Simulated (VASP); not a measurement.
# Ir (I4/mmm) in VASP: a series of runs

The runs below take Ir through single point, with PBEsol.

Program: VASP 6.6.1. These are calculated values, not measurements. Logs are shortened: lines on timing, memory, paths and dates and some standing lists are left out, and cuts for length are marked.

**1. The cell of the first run**

It takes space group I4/mmm (No. 139, tetragonal). Conventional cell: a = 2.498 Å, b = 2.498 Å, c = 3.993 Å, α = 90.00°, β = 90.00°, γ = 90.00°. Ir (site symmetry 4/mmm) has 12 Ir at 2.50 to 2.67 Å within 3.3 Å.

**2. Single point, PBEsol (strain -0.080 along x and y, +0.040 along z)**

INCAR

```
SYSTEM = Ir
PREC = Accurate ; ENCUT = 520
EDIFF = 1E-6 ; ISMEAR = 0
SIGMA = 0.15 ; LREAL = .False.
LASPH = .True. ; NELM = 80
ALGO = Fast ; ISIF = 2
LWAVE = .False. ; LCHARG = .False.
GGA = PS ; NBANDS = 10
```

KPOINTS

```
Automatic mesh
0
Gamma
  22 22 22
  0 0 0
```

POSCAR

```
Ir
1.0
    0.0000000000      1.7661240000      1.9964880000
    1.7661240000      0.0000000000      1.9964880000
    1.7661240000      1.7661240000      0.0000000000
Ir
1
Direct
    0.0000000000      0.0000000000      0.0000000000
```

Potentials or basis: VASP PAW PBE potentials, release 64 (Ir).

Launch:

```console
> cat potpaw_PBE.64/Ir/POTCAR > POTCAR
> mpirun -np 1 vasp_std > vasp.out
```

OUTCAR:

```text
SYSTEM = Ir
   PREC = Accurate
   ENCUT = 520
   EDIFF = 1E-6
   ISMEAR = 0
   LREAL = .False.
   LASPH = .True.
   NELM = 80
   ISIF = 2
   GGA = PS

 ion  position               nearest neighbor table
   1  0.000  0.000  0.000-

  LATTYP: Found a body centered tetragonal cell.
 ALAT       =     2.4976765136
 C/A-ratio  =     1.5986762009

  Lattice vectors:

 A1 = (  -1.7661240000,   0.0000000000,   1.9964880000)
 A2 = (   1.7661240000,   0.0000000000,   1.9964880000)
 A3 = (   0.0000000000,   1.7661240000,  -1.9964880000)

Analysis of symmetry for initial positions (statically):
=====================================================================
 Subroutine PRICEL returns:
 Original cell was already a primitive cell.

 Routine SETGRP: Setting up the symmetry group for a
 body centered tetragonal supercell.

 Subroutine GETGRP returns: Found 16 space group operations
 (whereof 16 operations were pure point group operations)
 out of a pool of 16 trial point group operations.

The static configuration has the point symmetry D_4h.

Analysis of symmetry for dynamics (positions and initial velocities):
=====================================================================
 Subroutine PRICEL returns:
 Original cell was already a primitive cell.

 Routine SETGRP: Setting up the symmetry group for a
 body centered tetragonal supercell.

 Subroutine GETGRP returns: Found 16 space group operations
 (whereof 16 operations were pure point group operations)
 out of a pool of 16 trial point group operations.

The dynamic configuration has the point symmetry D_4h.

 Subroutine INISYM returns: Found 16 space group operations
 (whereof 16 operations are pure point group operations),
 and found     1 'primitive' translations

----------------------------------------------------------------------------------------

                                     Primitive cell

  volume of cell :      12.4549

  direct lattice vectors                    reciprocal lattice vectors
     0.000000000  1.766124000  1.996488000    -0.283105829  0.283105829  0.250439772
     1.766124000  0.000000000  1.996488000     0.283105829 -0.283105829  0.250439772
     1.766124000  1.766124000  0.000000000     0.283105829  0.283105829 -0.250439772

  length of vectors
     2.665550284  2.665550284  2.497676514     0.472247711  0.472247711  0.472247711

  position of ions in fractional coordinates (direct lattice)
     0.000000000  0.000000000  0.000000000

  ion indices of the primitive-cell ions
   primitive index   ion index
                 1           1

----------------------------------------------------------------------------------------

 KPOINTS: Automatic mesh

Automatic generation of k-mesh.
 Grid dimensions read from file:
 generate k-points for:   22   22   22

 Generating k-lattice:

  Cartesian coordinates                     Fractional coordinates (reciprocal lattice)
    -0.012868447  0.012868447  0.011383626     0.045454545  0.000000000  0.000000000
     0.012868447 -0.012868447  0.011383626     0.000000000  0.045454545  0.000000000
     0.012868447  0.012868447 -0.011383626     0.000000000  0.000000000  0.045454545

  Length of vectors
     0.021465805  0.021465805  0.021465805

  Shift w.r.t. Gamma in fractional coordinates (k-lattice)
     0.000000000  0.000000000  0.000000000

 Subroutine IBZKPT returns following result:
 ===========================================

 Found    834 irreducible k-points:

 Following reciprocal coordinates:
            Coordinates               Weight
  0.000000  0.000000  0.000000      1.000000
  0.045455  0.000000  0.000000      8.000000
  0.090909  0.000000  0.000000      8.000000
  0.136364  0.000000  0.000000      8.000000
  0.181818  0.000000  0.000000      8.000000
  0.227273  0.000000  0.000000      8.000000
[... 16 lines left out ...]
  0.500000  0.045455  0.000000      8.000000
 -0.454545  0.045455  0.000000      8.000000
 [... further k-points ...]
   k-points           NKPTS =    834   k-points in BZ     NKDIM =    834   number of bands    NBANDS=     10
   number of dos      NEDOS =    301   number of ions     NIONS =      1
   total plane-waves  NPLWV =   8000
   dimension x,y,z NGX =    20 NGY =   20 NGZ =   20
   dimension x,y,z NGXF=    40 NGYF=   40 NGZF=   40
   ions per type =               1
   NGX,Y,Z   is equivalent  to a cutoff of  12.47, 12.47, 13.31 a.u.
   NGXF,Y,Z  is equivalent  to a cutoff of  24.95, 24.95, 26.62 a.u.
 SYSTEM =  Ir
   PREC   = accura    normal or accurate (medium, high low for compatibility)
   ISTART =      0    job   : 0-new  1-cont  2-samecut
   ICHARG =      2    charge: 1-file 2-atom 10-const
   ISPIN  =      1    spin polarized calculation?
   LNONCOLLINEAR =      F non collinear calculations
   LSORBIT =      F    spin-orbit coupling
   LASPH  =      T    aspherical Exc in radial PAW
   ENCUT  =  520.0 eV  38.22 Ry    6.18 a.u.   4.96  4.96  4.64*2*pi/ulx,y,z
   NELM   =     80;   NELMIN=  2; NELMDL= -5     # of ELM steps
   EDIFF  = 0.1E-05   stopping-criterion for ELM
   LREAL  =      F    real-space projection
   EDIFFG = 0.1E-04   stopping-criterion for IOM
   NSW    =      0    number of steps for IOM
   IBRION =     -1    ionic relax: 0-MD 1-quasi-New 2-CG
   NFREE  =      0    steps in history (QN), initial steepest desc. (CG)
   ISIF   =      2    stress and relaxation
   ISYM   =      2    0-nonsym 1-usesym 2-fastsym
   POTIM  = 0.5000    time-step for ionic-motion
   TEBEG  =    0.0;   TEEND  =   0.0 temperature during run
   PSTRESS=    0.0 pullay stress
   NELECT =       9.0000    total number of electrons
   NUPDOWN=      -1.0000    fix difference up-down
   EMIN   =  10.00;   EMAX   =-10.00  energy-range for DOS
   EFERMI =   0.00;   METHOD = LEGACY
   ISMEAR =     0;   SIGMA  =   0.15  broadening in eV -4-tet -1-fermi 0-gaus
   EFERMI_NEDOS =   21; number of points for ismear=-14 and -15
   IALGO  =     68    algorithm
   IMIX   =      4    mixing-type and parameters
     AMIX     =   0.40;   BMIX     =  1.00
     AMIX_MAG =   1.60;   BMIX_MAG =  1.00
  volume/ion in A,a.u.               =      12.45        84.05
  Fermi-wavevector in a.u.,A,eV,Ry     =   1.469071  2.776141 29.363660  2.158168
  Thomas-Fermi vector in A             =   2.584492
   LORBIT       =      0    0 simple, 1 ext, 2 COOP (PROOUT), +10 PAW based schemes
   GGA     = PS    functional components
   LHFCALC =     F    Hartree Fock is set to
   AEXX    =    0.0000 exact exchange contribution
   IVDW    =     0    specifies the selected vdW correction
   LEPSILON=     F    determine dielectric tensor
   LRPA    =     F    only Hartree local field effects (RPA)
 non-spin polarized calculation
 RMM-DIIS sequential band-by-band and
 Gauss-broadening in eV      SIGMA  =   0.15
  energy-cutoff  :      520.00
  volume of cell :       12.45
 maximum number of plane-waves:       352
   NGX =  9   NGY =  9   NGZ =  9

 number of electron       9.0000001 magnetization

 Free energy of the ion-electron system (eV)
  ---------------------------------------------------
  ext. energy  EPLUGINS =         0.00000000
  ---------------------------------------------------
  free energy    TOTEN  =        -9.31119492 eV

  energy without entropy =       -9.30231305  energy(sigma->0) =       -9.30675399

 E-fermi :  12.5691     XC(G=0): -14.8525

 val. band max:       12.5681086112   @ k =   0.4545   0.0909   0.2273
 cond. band min:      12.5706576934   @ k =  -0.4545  -0.0000   0.4091
 fundamental gap:      0.0025490822
 Fermi energy:        12.5690699868

 k-point     1 :       0.0000    0.0000    0.0000
  band No.  band energies     occupation
      1      -0.0067      2.00000
      2       6.6320      2.00000
      3       8.6802      2.00000
      4       8.6802      2.00000
      5       9.6965      2.00000
      6      12.4689      1.65514
      7      26.8806      0.00000
      8      30.2082      0.00000
      9      34.5599      0.00000
     10      34.5599      0.00000

 k-point     2 :       0.0455    0.0000    0.0000
  band No.  band energies     occupation
      1       0.1005      2.00000
      2       6.6677      2.00000
      3       8.6207      2.00000
      4       8.7276      2.00000
      5       9.6915      2.00000
      6      12.4078      1.87162
      7      27.0752      0.00000
      8      30.2883      0.00000
      9      33.9774      0.00000
     10      34.7582      0.00000

 k-point     3 :       0.0909    0.0000    0.0000
  band No.  band energies     occupation
      1       0.4135      2.00000
      2       6.7602      2.00000
      3       8.4485      2.00000
      4       8.8626      2.00000
      5       9.7112      2.00000
      6      12.2407      1.99804
      7      27.6172      0.00000
      8      30.3667      0.00000
      9      33.1019      0.00000
     10      35.3378      0.00000

 k-point     4 :       0.1364    0.0000    0.0000
  band No.  band energies     occupation
      1       0.9038      2.00000
      2       6.8739      2.00000
      3       8.1933      2.00000
      4       9.0607      2.00000
      5       9.8337      2.00000
      6      12.0153      2.00000
      7      28.3433      0.00000
      8      29.9737      0.00000
      9      33.0151      0.00000
     10      36.2547      0.00000
[... 222 lines left out ...]
 k-point    22 :       0.4545    0.0455    0.0000
  band No.  band energies     occupation
      1       3.1424      2.00000
      2       6.7745      2.00000
      3       8.9191      2.00000
      4      10.6605      2.00000
      5      13.2786      0.00000
      6      13.9158      0.00000
      7      22.1563      0.00000
      8      26.3041      0.00000
      9      33.9083      0.00000
     10      34.7345      0.00000

 k-point    23 :       0.5000    0.0455    0.0000
  band No.  band energies     occupation
      1       3.1205      2.00000
      2       6.7589      2.00000
      3       8.8295      2.00000
      4      11.1752      2.00000
      5      13.3376      0.00000
      6      14.4432      0.00000
      7      21.4601      0.00000
      8      26.0343      0.00000
      9      33.0820      0.00000
     10      34.5408      0.00000

 k-point    24 :      -0.4545    0.0455    0.0000
  band No.  band energies     occupation
      1       3.1260      2.00000
      2       6.7984      2.00000
      3       8.8144      2.00000
      4      11.0109      2.00000
      5      13.2091      0.00000
      6      14.6417      0.00000
      7      21.5486      0.00000
      8      26.0961      0.00000
      9      32.8613      0.00000
     10      34.8132      0.00000

 [... further k-points ...]

------------------------ aborting loop because EDIFF is reached ----------------------------------------

  FORCE on cell =-STRESS in cart. coord.  units (eV):
  Direction    XX          YY          ZZ          XY          YZ          ZX
  --------------------------------------------------------------------------------------
  -------------------------------------------------------------------------------------
  Total        7.2078487      7.2078487      1.9653822      0.0000000      0.0000000     -0.0000000
  in kB      927.2079810    927.2079810    252.8241315      0.0000000      0.0000000     -0.0000000
  external PRESSURE =     702.4133645 kB  Pullay stress =       0.0000000 kB

 VOLUME and BASIS-vectors are now :
 -----------------------------------------------------------------------------
  energy-cutoff  :      520.00
  volume of cell :       12.45
      direct lattice vectors                 reciprocal lattice vectors
     0.000000000  1.766124000  1.996488000    -0.283105829  0.283105829  0.250439772
     1.766124000  0.000000000  1.996488000     0.283105829 -0.283105829  0.250439772
     1.766124000  1.766124000  0.000000000     0.283105829  0.283105829 -0.250439772

 POSITION                                       TOTAL-FORCE (eV/Angst)
 -----------------------------------------------------------------------------------
      0.00000      0.00000      0.00000         0.000000     -0.000000      0.000000
 -----------------------------------------------------------------------------------
    total drift:                                0.000000     -0.000000      0.000000

  FREE ENERGIE OF THE ION-ELECTRON SYSTEM (eV)
  ---------------------------------------------------
  free  energy   TOTEN  =        -9.3111949164 eV

  energy  without entropy=       -9.3023130550  energy(sigma->0) =       -9.30675399
```

Wall time 95 s (1 thread of Intel Xeon Platinum 8259CL at 2.50GHz (Skylake/Cascade Lake), shared host); peak memory 0.22 GiB.

What came out:

```
Free energy : -9.3112 eV
Pressure    : 70.2 GPa
```

Caveat: the cell differs from its parent crystal (strain -0.080 along x and y, +0.040 along z); the PAW data sets were made with another functional, which shifts forces and pressure a little; spin-orbit coupling is left out, which moves the levels of the heavy elements.

**3. Single point, PBEsol (strain -0.080 along x and y, +0.080 along z)**

INCAR

```
PREC = Accurate
ENCUT = 520
EDIFF = 1E-7
ISMEAR = 0
SIGMA = 0.15
LREAL = F
LASPH = T
NELM = 100
ALGO = Normal
ISIF = 2
LWAVE = F
LCHARG = F
GGA = PS
NBANDS = 10
```

KPOINTS

```
Automatic mesh
0
Gamma
  22 22 22
```

POSCAR

```
Ir
1.0
    0.0000000000      1.7661240000      2.0732760000
    1.7661240000      0.0000000000      2.0732760000
    1.7661240000      1.7661240000      0.0000000000
Ir
1
Direct
    0.0000000000      0.0000000000      0.0000000000
```

Potentials or basis: VASP PAW PBE potentials, release 64 (Ir).

Launch:

```console
> cat potpaw_PBE.64/Ir/POTCAR > POTCAR
> mpirun -np 1 vasp_std > vasp.out
```

Wall time 69 s (1 thread of Intel Xeon Platinum 8259CL at 2.50GHz (Skylake/Cascade Lake), shared host); peak memory 0.23 GiB.

The run converged. Its results:

| Property | Result |
| --- | --- |
| Free energy | -9.3447 eV |
| Pressure | 49.4 GPa |

Stress tensor (GPa, compression positive):
```
74.84  0.00  0.00
 0.00 74.84  0.00
 0.00  0.00 -1.46
```

Levels at points of the mesh, in eV from the Fermi level:
```tsv
k point	band 2	band 3	band 4	band 5	band 6	band 7
(0.00, 0.00, 0.00)	-5.99	-3.38	-3.38	-3.20	0.24	14.60
(0.50, 0.00, 0.00)	-5.68	-3.32	-0.92	0.61	1.50	8.59
(0.50, 0.50, 0.00)	-8.36	-0.49	1.47	1.60	1.60	8.79
(0.50, 0.00, 0.50)	-8.20	0.33	0.57	3.01	3.20	10.33
```

Caveat: the cell differs from its parent crystal (strain -0.080 along x and y, +0.080 along z); the PAW data sets were made with another functional, which shifts forces and pressure a little; spin-orbit coupling is left out, which moves the levels of the heavy elements.
